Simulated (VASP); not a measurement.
# Hf (P6_3/mmc) in VASP: a series of runs, part 2 of 2

VASP 6.6.1.

**5. Single point, revPBE (23.00 Å³/atom)**

This run uses another cell than the first one, of 23.00 Å³/atom.

INCAR reads:

```
SYSTEM = Hf
  ALGO = Normal
  EDIFF = 1E-6
  ENCUT = 520
  GGA = RE
  ISIF = 2
  ISMEAR = -1
  LASPH = .TRUE.
  LCHARG = .TRUE.
  LELF = .TRUE.
  LREAL = .FALSE.
  LVHAR = .TRUE.
  LWAVE = .FALSE.
  NBANDS = 17
  NELM = 80
  PREC = Accurate
  SIGMA = 0.1
```

KPOINTS reads:

```
k-points
0
G
  18 18 10
  0 0 0
```

POSCAR reads:

```
Hf
1.0
    3.2252761513      0.0000000000      0.0000000000
   -1.6126380756      2.7931710812      0.0000000000
    0.0000000000      0.0000000000      5.1056711910
Hf
2
Direct
    0.3333333333      0.6666666667      0.2500000000
    0.6666666667      0.3333333333      0.7500000000
```

Potentials or basis: VASP PAW PBE potentials, release 64 (Hf_pv).

On the command line:

```sh
$ cat potpaw_PBE.64/Hf_pv/POTCAR > POTCAR
$ mpirun -np 1 vasp_std > vasp.out
```

OUTCAR:

```text
SYSTEM = Hf
   EDIFF = 1E-6
   ENCUT = 520
   GGA = RE
   ISIF = 2
   ISMEAR = -1
   LASPH = .TRUE.
   LREAL = .FALSE.
   NELM = 80
   PREC = Accurate

 ion  position               nearest neighbor table
   1  0.333  0.667  0.250-   2 3.16   2 3.16   2 3.16   2 3.16   2 3.16   2 3.16
   2  0.667  0.333  0.750-   1 3.16   1 3.16   1 3.16   1 3.16   1 3.16   1 3.16

  LATTYP: Found a hexagonal cell.
 ALAT       =     3.2252761513
 C/A-ratio  =     1.5830183065

  Lattice vectors:

[... 669 lines left out ...]
------------------------ aborting loop because EDIFF is reached ----------------------------------------

  FORCE on cell =-STRESS in cart. coord.  units (eV):
  Direction    XX          YY          ZZ          XY          YZ          ZX
  --------------------------------------------------------------------------------------
  -------------------------------------------------------------------------------------
  Total       -0.1352194     -0.1352194     -0.1732031     -0.0000000     -0.0000000      0.0000000
  in kB       -4.7101241     -4.7101241     -6.0332173     -0.0000000     -0.0000000      0.0000000
  external PRESSURE =      -5.1511552 kB  Pullay stress =       0.0000000 kB

 VOLUME and BASIS-vectors are now :
 -----------------------------------------------------------------------------
  energy-cutoff  :      520.00
  volume of cell :       46.00
      direct lattice vectors                 reciprocal lattice vectors
     3.225276151  0.000000000  0.000000000     0.310050970  0.179008011  0.000000000
    -1.612638076  2.793171081  0.000000000     0.000000000  0.358016022  0.000000000
     0.000000000  0.000000000  5.105671191     0.000000000  0.000000000  0.195860635

 POSITION                                       TOTAL-FORCE (eV/Angst)
 -----------------------------------------------------------------------------------
     -0.00000      1.86211      1.27642         0.000000     -0.000000      0.000000
      1.61264      0.93106      3.82925        -0.000000      0.000000      0.000000
 -----------------------------------------------------------------------------------
    total drift:                               -0.000000      0.000000     -0.000000

  FREE ENERGIE OF THE ION-ELECTRON SYSTEM (eV)
  ---------------------------------------------------
  free  energy   TOTEN  =       -19.2006217778 eV

  energy  without entropy=      -19.1441838673  energy(sigma->0) =      -19.17240282
```

OSZICAR:

```text
N       E                     dE             d eps       ncg     rms          rms(c)
DAV:   1     0.506169604262E+02    0.50617E+02   -0.11344E+04  7564   0.111E+03
DAV:   2    -0.179819686360E+02   -0.68599E+02   -0.66911E+02  9806   0.248E+02
DAV:   3    -0.198849996376E+02   -0.19030E+01   -0.18865E+01  9727   0.273E+01
DAV:   4    -0.199015884829E+02   -0.16589E-01   -0.16572E-01  9648   0.305E+00
DAV:   5    -0.199017645788E+02   -0.17610E-03   -0.17606E-03  9762   0.275E-01    0.637E+01
DAV:   6    -0.193879252223E+02    0.51384E+00   -0.50431E-01  8985   0.460E+00    0.379E+01
DAV:   7    -0.192115688479E+02    0.17636E+00   -0.87145E-01  9079   0.579E+00    0.185E+00
DAV:   8    -0.192005300465E+02    0.11039E-01   -0.57711E-02  8893   0.154E+00    0.359E-01
DAV:   9    -0.192006334779E+02   -0.10343E-03   -0.11834E-03 10340   0.248E-01    0.197E-01
DAV:  10    -0.192006167487E+02    0.16729E-04   -0.74948E-05  9007   0.568E-02    0.263E-01
DAV:  11    -0.192006216008E+02   -0.48521E-05   -0.87163E-06  9522   0.224E-02    0.143E-02
DAV:  12    -0.192006217778E+02   -0.17704E-06   -0.44981E-07  5571   0.460E-03
   1 F= -.19200622E+02 E0= -.19172403E+02  d E =-.564379E-01
```

stdout:

```text
POSCAR found type information on POSCAR Hf
 POSCAR found :  1 types and       2 ions
 scaLAPACK will be used
 -----------------------------------------------------------------------------
|                                                                             |
|                                                                             |
|     You enforced a specific xc type in the INCAR file but a different       |
|     I HOPE YOU KNOW WHAT YOU ARE DOING!                                     |
|                                                                             |
 -----------------------------------------------------------------------------

 LDA part: xc-table for (Slater+PW92), standard interpolation
 POSCAR, INCAR and KPOINTS ok, starting setup
 FFT: planning ... GRIDC
 FFT: planning ... GRID_SOFT
 FFT: planning ... GRID
 WAVECAR not read
 entering main loop
```

It took 1.9 min on 1 thread of AMD EPYC 7R43 (Zen 3), shared host; peak memory 0.23 GiB.

What came out:

- Free energy: -19.2006 eV
- Pressure: -0.5 GPa
- Band gap on the k mesh: zero (bands 10 and 11 overlap by 1.64 eV)

Caveat: the PAW data sets were made with another functional, which shifts forces and pressure a little; spin-orbit coupling is left out, which moves the levels of the heavy elements.

**6. Single point, revPBE (23.92 Å³/atom)**

This run uses another cell than the first one, of 23.92 Å³/atom.

INCAR reads:

```
SYSTEM = Hf
ALGO = Normal
EDIFF = 1E-7
ENCUT = 520
GGA = RE
ISIF = 2
ISMEAR = -1
LASPH = .TRUE.
LCHARG = .FALSE.
LREAL = .FALSE.
LWAVE = .FALSE.
NBANDS = 17
NELM = 100
PREC = Accurate
SIGMA = 0.1
```

KPOINTS is that of step 5.

POSCAR reads:

```
Hf
1.0
    3.2677188626      0.0000000000      0.0000000000
   -1.6338594313      2.8299275474      0.0000000000
    0.0000000000      0.0000000000      5.1728587800
Hf
2
Direct
    0.3333333333      0.6666666667      0.2500000000
    0.6666666667      0.3333333333      0.7500000000
```

Potentials or basis: VASP PAW PBE potentials, release 64 (Hf_pv).

On the command line:

```sh
$ cat potpaw_PBE.64/Hf_pv/POTCAR > POTCAR
$ mpirun -np 1 vasp_std > vasp.out
```

Wall time 1.7 min (1 thread of AMD EPYC 7R43 (Zen 3), shared host); peak memory 0.23 GiB.

It converged, with:

```
Free energy            : -19.1728 eV
Pressure               : -4.3 GPa
Band gap on the k mesh : zero (bands 10 and 11 overlap by 1.65 eV)
```

Stress tensor (GPa, compression positive):
```
-4.20  0.00  0.00
 0.00 -4.20  0.00
 0.00  0.00 -4.42
```

Levels at points of the mesh, in eV from the Fermi level:
| k point | band 7 | band 8 | band 9 | band 10 | band 11 | band 12 | band 13 | band 14 |
| --- | --- | --- | --- | --- | --- | --- | --- | --- |
| (0.00, 0.00, 0.00) | -7.14 | -3.50 | 0.41 | 1.19 | 1.19 | 1.43 | 1.93 | 1.93 |
| (0.50, 0.00, 0.00) | -3.23 | -2.50 | -2.01 | -0.89 | 0.80 | 0.83 | 1.58 | 5.49 |
| (0.00, 0.00, 0.50) | -5.28 | -5.28 | 0.18 | 0.18 | 1.08 | 1.08 | 1.08 | 1.08 |
| (0.50, 0.00, 0.50) | -3.18 | -3.18 | -0.87 | -0.87 | 0.98 | 0.98 | 2.53 | 2.53 |

Caveat: the cell stands under tension; the PAW data sets were made with another functional, which shifts forces and pressure a little; spin-orbit coupling is left out, which moves the levels of the heavy elements.

**7. Overview**

| cell | gap on the mesh (eV) | pressure (GPa) |
| --- | --- | --- |
| a = 3.137, b = 3.137, c = 4.966 Å, angles 90.0, 90.0, 120.0°, 2 atoms | none | 9.3 |
| a = 3.182, b = 3.182, c = 5.037 Å, angles 90.0, 90.0, 120.0°, 2 atoms | none | 4.0 |
| a = 3.225, b = 3.225, c = 5.106 Å, angles 90.0, 90.0, 120.0°, 2 atoms | none | -0.5 |
| a = 3.268, b = 3.268, c = 5.173 Å, angles 90.0, 90.0, 120.0°, 2 atoms | none | -4.3 |

Alike in all rows: task single point; level revPBE; potentials or basis VASP PAW PBE potentials, release 64 (Hf_pv); no spin polarisation; k mesh 18 × 18 × 10; cutoff (eV) 520; smearing fermi-dirac 0.1 eV.

Caveats: the PAW data sets were made with another functional, which shifts forces and pressure a little; spin-orbit coupling is left out, which moves the levels of the heavy elements; the cell stands under pressure (at least some runs); the cell stands under tension (at least some runs).

Absolute energies hang on the potentials; compare differences alone.
